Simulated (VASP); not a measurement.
Runs of VASP 6.6.1 on InSe2. The structure is that of space group P4/nmm (No. 129), or close to it. The cells are those of the table. 

| cell | gap on the mesh (eV) | pressure (GPa) | largest force (eV/Å) |
| --- | --- | --- | --- |
| a = 3.679, b = 3.679, c = 9.341 Å, 6 atoms | none | 8.5 | 0.42 |
| a = 3.679, b = 3.679, c = 8.593 Å, 6 atoms | none | 14.7 | 0.20 |
| a = 3.526, b = 3.526, c = 9.714 Å, 6 atoms | none | (b) | 1.09 |
| a = 3.526, b = 3.526, c = 10.088 Å, 6 atoms | none | 17.0 | (a) |
| a = 3.833, b = 3.833, c = 10.088 Å, 6 atoms | none | -2.1 | 0.13 |

Alike in all rows: task single point; level PBEsol; potentials or basis VASP PAW PBE potentials, release 64 (In_d, Se); no spin polarisation; k mesh 12 × 12 × 6; cutoff (eV) 520; smearing gaussian 0.15 eV.

Fill in the values left out.

(a) 1.11; (b) 19.2.

Caveats: the PAW data sets were made with another functional, which shifts forces and pressure a little; spin-orbit coupling is left out, which moves the levels of the heavy elements.

A k mesh can miss the band edges, and the runs leave out spin-orbit coupling on In, Se.

A gap of «none» marks levels without a gap at the run's occupations.
